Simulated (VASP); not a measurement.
# Sn (P2_1/c) in VASP: single point with PBE

Aim: the single point of Sn with PBE.

All numbers are computed with VASP 6.6.1; they aren't measurements. Logs are shortened: lines on timing, memory, paths and dates and some standing lists are left out, and cuts for length are marked.

### Step 1. The cell of the first run

The typed cell holds 6 atoms: a = 6.548 Å, b = 5.463 Å, c = 5.023 Å, α = 90.00°, β = 112.45°, γ = 90.00°.

### Step 2. Single point, PBE

Input file INCAR:

```
PREC = Accurate
ENCUT = 520
EDIFF = 1E-6
ISMEAR = 0
SIGMA = 0.1
LREAL = False
LASPH = True
NELM = 100
ALGO = Fast
ISIF = 2
LWAVE = False
LCHARG = False
GGA = PE
NBANDS = 51
```

Input file KPOINTS:

```
Automatic mesh
0
Gamma
  4 4 4
```

Input file POSCAR:

```
Sn
1.0
    6.5202760205      0.0000000000      0.5977842662
    0.0000000000      5.4630479166      0.0000000000
   -2.3335900388      0.0000000000      4.4478486956
Sn
6
Direct
    0.0000000000      0.0000000000      0.0000000000
    0.0000000000      0.5000000000      0.5000000000
    0.3332030656      0.4998885545      0.1667620746
    0.6667969344      0.9998885545      0.3332379254
    0.6667969344      0.5001114455      0.8332379254
    0.3332030656      0.0001114455      0.6667620746
```

Potentials or basis: VASP PAW PBE potentials, release 64 (Sn_d).

Run with:

```sh
$ cat potpaw_PBE.64/Sn_d/POTCAR > POTCAR
$ mpirun -np 1 vasp_std > vasp.out
```

OUTCAR:

```text
PREC = Accurate
   ENCUT = 520
   EDIFF = 1E-6
   ISMEAR = 0
   LREAL = False
   LASPH = True
   NELM = 100
   ISIF = 2
   GGA = PE

 ion  position               nearest neighbor table
   1  0.000  0.000  0.000-   4 3.22   6 3.22   6 3.22   4 3.22   3 3.39   5 3.39   5 3.40   3 3.40
                             2 3.71   2 3.71   2 3.71   2 3.71
   2  0.000  0.500  0.500-   3 3.22   5 3.22   3 3.22   5 3.22   6 3.39   4 3.39   4 3.40   6 3.40
                             1 3.71   1 3.71   1 3.71   1 3.71
   3  0.333  0.500  0.167-   2 3.22   5 3.22   5 3.22   2 3.22   1 3.39   1 3.40   4 3.40   4 3.40
                             6 3.71   6 3.71   6 3.71   6 3.71
   4  0.667  1.000  0.333-   1 3.22   6 3.22   6 3.22   1 3.22   2 3.39   2 3.40   3 3.40   3 3.40
                             5 3.71   5 3.71   5 3.71   5 3.71
   5  0.667  0.500  0.833-   2 3.22   3 3.22   3 3.22   2 3.22   1 3.39   1 3.40   6 3.40   6 3.40
                             4 3.71   4 3.71   4 3.71   4 3.71
   6  0.333  0.000  0.667-   1 3.22   4 3.22   4 3.22   1 3.22   2 3.39   2 3.40   5 3.40   5 3.40
                             3 3.71   3 3.71   3 3.71   3 3.71

  LATTYP: Found a simple monoclinic cell.
 ALAT       =     5.0228478464
 B/A-ratio  =     1.0876395391
 C/A-ratio  =     1.3035675289
 COS(beta)  =    -0.3818082438

  Lattice vectors:

 A1 = (  -2.3335900388,   0.0000000000,   4.4478486956)
 A2 = (   0.0000000000,  -5.4630479166,   0.0000000000)
 A3 = (   6.5202760205,   0.0000000000,   0.5977842662)

Analysis of symmetry for initial positions (statically):
=====================================================================
 Subroutine PRICEL returns:
 Original cell was already a primitive cell.

 Routine SETGRP: Setting up the symmetry group for a
 simple monoclinic supercell.

 Subroutine GETGRP returns: Found  4 space group operations
 (whereof  2 operations were pure point group operations)
 out of a pool of  4 trial point group operations.

The static configuration has the point symmetry S_2 .
 The point group associated with its full space group is C_2h.

Analysis of symmetry for dynamics (positions and initial velocities):
=====================================================================
 Subroutine PRICEL returns:
 Original cell was already a primitive cell.

 Routine SETGRP: Setting up the symmetry group for a
 simple monoclinic supercell.

 Subroutine GETGRP returns: Found  4 space group operations
 (whereof  2 operations were pure point group operations)
 out of a pool of  4 trial point group operations.

The dynamic configuration has the point symmetry S_2 .
 The point group associated with its full space group is C_2h.

 Subroutine INISYM returns: Found  4 space group operations
 (whereof  2 operations are pure point group operations),
 and found     1 'primitive' translations

----------------------------------------------------------------------------------------

                                     Primitive cell

  volume of cell :     166.0558

  direct lattice vectors                    reciprocal lattice vectors
     6.520276020  0.000000000  0.597784266     0.146329178  0.000000000  0.076772466
     0.000000000  5.463047917  0.000000000     0.000000000  0.183048001  0.000000000
    -2.333590039  0.000000000  4.447848696    -0.019666424  0.000000000  0.214509686

  length of vectors
     6.547621355  5.463047917  5.022847846     0.165245998  0.183048001  0.215409317

  position of ions in fractional coordinates (direct lattice)
     0.000000000  0.000000000  0.000000000
     1.000000000  0.500000000  0.500000000
     0.333203066  0.499888555  0.166762075
     0.666796934  0.999888555  0.333237925
     0.666796934  0.500111445  0.833237925
     0.333203066  0.000111446  0.666762075

  ion indices of the primitive-cell ions
   primitive index   ion index
                 1           1
                 2           2
                 3           3
                 4           4
                 5           5
                 6           6

----------------------------------------------------------------------------------------

 KPOINTS: Automatic mesh

Automatic generation of k-mesh.
 Grid dimensions read from file:
 generate k-points for:    4    4    4

 Generating k-lattice:

  Cartesian coordinates                     Fractional coordinates (reciprocal lattice)
     0.036582294  0.000000000  0.019193116     0.250000000  0.000000000 -0.000000000
     0.000000000  0.045762000  0.000000000     0.000000000  0.250000000  0.000000000
    -0.004916606  0.000000000  0.053627422     0.000000000  0.000000000  0.250000000

  Length of vectors
     0.041311499  0.045762000  0.053852329

  Shift w.r.t. Gamma in fractional coordinates (k-lattice)
     0.000000000  0.000000000  0.000000000

 Subroutine IBZKPT returns following result:
 ===========================================

 Found     30 irreducible k-points:

 Following reciprocal coordinates:
            Coordinates               Weight
  0.000000  0.000000  0.000000      1.000000
  0.250000  0.000000  0.000000      2.000000
  0.500000  0.000000  0.000000      1.000000
  0.000000  0.250000  0.000000      2.000000
  0.250000  0.250000  0.000000      4.000000
  0.500000  0.250000  0.000000      2.000000
[... 16 lines left out ...]
  0.250000  0.000000  0.500000      2.000000
  0.500000  0.000000  0.500000      1.000000
 [... further k-points ...]
   k-points           NKPTS =     30   k-points in BZ     NKDIM =     30   number of bands    NBANDS=     51
   number of dos      NEDOS =    301   number of ions     NIONS =      6
   total plane-waves  NPLWV =  84000
   dimension x,y,z NGX =    50 NGY =   42 NGZ =   40
   dimension x,y,z NGXF=   100 NGYF=   84 NGZF=   80
   ions per type =               6
   NGX,Y,Z   is equivalent  to a cutoff of  12.70, 12.78, 13.24 a.u.
   NGXF,Y,Z  is equivalent  to a cutoff of  25.39, 25.56, 26.48 a.u.
 SYSTEM =  unknown system
   PREC   = accura    normal or accurate (medium, high low for compatibility)
   ISTART =      0    job   : 0-new  1-cont  2-samecut
   ICHARG =      2    charge: 1-file 2-atom 10-const
   ISPIN  =      1    spin polarized calculation?
   LNONCOLLINEAR =      F non collinear calculations
   LSORBIT =      F    spin-orbit coupling
   LASPH  =      T    aspherical Exc in radial PAW
   ENCUT  =  520.0 eV  38.22 Ry    6.18 a.u.  12.17 10.16  9.34*2*pi/ulx,y,z
   NELM   =    100;   NELMIN=  2; NELMDL= -5     # of ELM steps
   EDIFF  = 0.1E-05   stopping-criterion for ELM
   LREAL  =      F    real-space projection
   EDIFFG = 0.1E-04   stopping-criterion for IOM
   NSW    =      0    number of steps for IOM
   IBRION =     -1    ionic relax: 0-MD 1-quasi-New 2-CG
   NFREE  =      0    steps in history (QN), initial steepest desc. (CG)
   ISIF   =      2    stress and relaxation
   ISYM   =      2    0-nonsym 1-usesym 2-fastsym
   POTIM  = 0.5000    time-step for ionic-motion
   TEBEG  =    0.0;   TEEND  =   0.0 temperature during run
   PSTRESS=    0.0 pullay stress
   NELECT =      84.0000    total number of electrons
   NUPDOWN=      -1.0000    fix difference up-down
   EMIN   =  10.00;   EMAX   =-10.00  energy-range for DOS
   EFERMI =   0.00;   METHOD = LEGACY
   ISMEAR =     0;   SIGMA  =   0.10  broadening in eV -4-tet -1-fermi 0-gaus
   EFERMI_NEDOS =   21; number of points for ismear=-14 and -15
   IALGO  =     68    algorithm
   IMIX   =      4    mixing-type and parameters
     AMIX     =   0.40;   BMIX     =  1.00
     AMIX_MAG =   1.60;   BMIX_MAG =  1.00
  volume/ion in A,a.u.               =      27.68       186.77
  Fermi-wavevector in a.u.,A,eV,Ry     =   1.304417  2.464991 23.150376  1.701505
  Thomas-Fermi vector in A             =   2.435354
   LORBIT       =      0    0 simple, 1 ext, 2 COOP (PROOUT), +10 PAW based schemes
   GGA     = PE    functional components
   LHFCALC =     F    Hartree Fock is set to
   AEXX    =    0.0000 exact exchange contribution
   IVDW    =     0    specifies the selected vdW correction
   LEPSILON=     F    determine dielectric tensor
   LRPA    =     F    only Hartree local field effects (RPA)
 non-spin polarized calculation
 RMM-DIIS sequential band-by-band and
 Gauss-broadening in eV      SIGMA  =   0.10
  energy-cutoff  :      520.00
  volume of cell :      166.06
 maximum number of plane-waves:      4498
 NGX is ok and might be reduce to    50
   NGX = 25   NGY = 21   NGZ = 19

 number of electron      83.9999982 magnetization

 Free energy of the ion-electron system (eV)
  ---------------------------------------------------
  ext. energy  EPLUGINS =         0.00000000
  ---------------------------------------------------
  free energy    TOTEN  =       -22.79024946 eV

  energy without entropy =      -22.77130615  energy(sigma->0) =      -22.78077781

 E-fermi :   7.8951     XC(G=0): -10.2805

 val. band max:        7.8879813760   @ k =   0.2500   0.5000   0.0000
 cond. band min:       7.9038086713   @ k =   0.2500   0.2500   0.2500
 fundamental gap:      0.0158272953
 Fermi energy:         7.8951314207

 k-point     1 :       0.0000    0.0000    0.0000
  band No.  band energies     occupation
      1     -13.7684      2.00000
      2     -13.7282      2.00000
      3     -13.6875      2.00000
      4     -13.6757      2.00000
      5     -13.6753      2.00000
      6     -13.6753      2.00000
[... 43 lines left out ...]
     50      11.4640      0.00000
     51      12.6500      0.00000

 k-point     2 :       0.2500    0.0000    0.0000
  band No.  band energies     occupation
      1     -13.7494      2.00000
      2     -13.7118      2.00000
      3     -13.7105      2.00000
      4     -13.7010      2.00000
      5     -13.6817      2.00000
      6     -13.6768      2.00000
[... 43 lines left out ...]
     50      10.8412      0.00000
     51      10.8746      0.00000

 k-point     3 :       0.5000    0.0000    0.0000
  band No.  band energies     occupation
      1     -13.7229      2.00000
      2     -13.7105      2.00000
      3     -13.6982      2.00000
      4     -13.6953      2.00000
      5     -13.6952      2.00000
      6     -13.6736      2.00000
[... 1123 lines left out ...]
     50      12.6270      0.00000
     51      12.6501      0.00000

 k-point    24 :       0.5000    0.0000    0.5000
  band No.  band energies     occupation
      1     -13.7088      2.00000
      2     -13.7088      2.00000
      3     -13.6837      2.00000
      4     -13.6837      2.00000
      5     -13.6678      2.00000
      6     -13.6678      2.00000
[... 43 lines left out ...]
     50      12.0194      0.00000
     51      12.0340      0.00000

 [... further k-points ...]

------------------------ aborting loop because EDIFF is reached ----------------------------------------

  FORCE on cell =-STRESS in cart. coord.  units (eV):
  Direction    XX          YY          ZZ          XY          YZ          ZX
  --------------------------------------------------------------------------------------
  -------------------------------------------------------------------------------------
  Total       -0.1129453     -0.2106494     -0.4061935      0.0000000      0.0000000     -0.0483837
  in kB       -1.0897442     -2.0324357     -3.9191283      0.0000000      0.0000000     -0.4668265
  external PRESSURE =      -2.3471028 kB  Pullay stress =       0.0000000 kB

 VOLUME and BASIS-vectors are now :
 -----------------------------------------------------------------------------
  energy-cutoff  :      520.00
  volume of cell :      166.06
      direct lattice vectors                 reciprocal lattice vectors
     6.520276020  0.000000000  0.597784266     0.146329178  0.000000000  0.076772466
     0.000000000  5.463047917  0.000000000     0.000000000  0.183048001  0.000000000
    -2.333590039  0.000000000  4.447848696    -0.019666424  0.000000000  0.214509686

 POSITION                                       TOTAL-FORCE (eV/Angst)
 -----------------------------------------------------------------------------------
      0.00000      0.00000      0.00000        -0.000000      0.000000     -0.000000
     -1.16680      2.73152      2.22392        -0.000000      0.000000     -0.000000
      1.78342      2.73092      0.94092         0.002599      0.001113     -0.001236
      3.57006      5.46244      1.88079        -0.002599      0.001113      0.001236
      2.40326      2.73213      4.10472        -0.002599     -0.001113      0.001236
      0.61663      0.00061      3.16484         0.002599     -0.001113     -0.001236
 -----------------------------------------------------------------------------------
    total drift:                                0.000000     -0.000000     -0.000000

  FREE ENERGIE OF THE ION-ELECTRON SYSTEM (eV)
  ---------------------------------------------------
  free  energy   TOTEN  =       -22.7902494633 eV

  energy  without entropy=      -22.7713061509  energy(sigma->0) =      -22.78077781
```

Wall time 2.5 min (1 thread of Intel Xeon Platinum 8559C (Emerald Rapids), shared host); peak memory 0.36 GiB.

Results:

- Free energy: -22.7902 eV
- Pressure: -0.2 GPa
- Largest force: 0.003 eV/Å
- Band gap on the k mesh: zero (bands 42 and 43 overlap by 2.90 eV)

Forces in eV/Å, atoms in the order of the input:
```
Sn   0.000  0.000  0.000
Sn   0.000  0.000  0.000
Sn   0.003  0.001 -0.001
Sn  -0.003  0.001  0.001
Sn  -0.003 -0.001  0.001
Sn   0.003 -0.001 -0.001
```

Caveat: spin-orbit coupling is left out, which moves the levels of the heavy elements.
